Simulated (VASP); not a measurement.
Wanted: the native input for a VASP 6.6.1 run.

| Quantity | Value |
| --- | --- |
| Task | single point |
| Functional | r2SCAN |
| Potentials or basis | VASP PAW PBE potentials, release 64 (Si) |
| Cutoff | 520 eV |
| k mesh | 10 × 10 × 10 |
| Occupations | gaussian, width 0.05 eV |
| Spin | no spin polarisation |
| Dipole correction | no |
| Further INCAR settings | ALGO = Normal; EDIFF = 1e-06; NBANDS = 11 |

Si:

```
CELL_PARAMETERS angstrom
0.00000 2.71547 2.71547
2.71547 0.00000 2.71547
2.71547 2.71547 0.00000
ATOMIC_POSITIONS crystal
Si 0.33428 0.50000 0.50000
Si 0.75000 0.75000 0.75000
```

This cell differs from its parent crystal: atom 1 (Si) moved by (-0.450, -0.450) A along y and z.

One way to write it, as run:

POSCAR

```
Si
1.0
    0.0000000000      2.7154700000      2.7154700000
    2.7154700000      0.0000000000      2.7154700000
    2.7154700000      2.7154700000      0.0000000000
Si
2
Direct
    0.3342828313      0.5000000000      0.5000000000
    0.7500000000      0.7500000000      0.7500000000
```

INCAR.step1

```
SYSTEM = Si
ALGO = Normal
EDIFF = 1E-4
ENCUT = 520
GGA = PE
ISMEAR = 0
LASPH = .TRUE.
LCHARG = .FALSE.
LREAL = .FALSE.
LWAVE = .TRUE.
NBANDS = 11
NELM = 80
PREC = Accurate
SIGMA = 0.05
```

INCAR.step2

```
SYSTEM = Si
ALGO = Normal
EDIFF = 1E-6
ENCUT = 520
ISIF = 2
ISMEAR = 0
ISTART = 1
LASPH = .TRUE.
LCHARG = .FALSE.
LMIXTAU = .TRUE.
LREAL = .FALSE.
LWAVE = .FALSE.
METAGGA = R2SCAN
NBANDS = 11
NELM = 80
PREC = Accurate
SIGMA = 0.05
```

KPOINTS

```
k-points
0
G
  10 10 10
  0 0 0
```

Potentials or basis: VASP PAW PBE potentials, release 64 (Si).

Launch:

```bash
$ cat potpaw_PBE.64/Si/POTCAR > POTCAR
$ cp INCAR.step1 INCAR
$ mpirun -np 1 vasp_std > vasp.out
$ cp INCAR.step2 INCAR
$ mpirun -np 1 vasp_std > vasp.out
```

It gave:

```
Pressure               : 17.3 GPa
Largest force          : 11.762 eV/Å
Band gap on the k mesh : zero (bands 4 and 5 overlap by 1.59 eV)
```

Caveat: the cell differs from its parent crystal (atom 1 (Si) moved by (-0.450, -0.450) A along y and z); the cell stands under pressure; the PAW data sets were made with another functional, which shifts forces and pressure a little.

It took 6.9 min on 1 thread of Intel(R) Xeon(R) Platinum 8259CL CPU @ 2.50GHz (Skylake/Cascade Lake), on a shared host, peak memory 0.23 GiB.
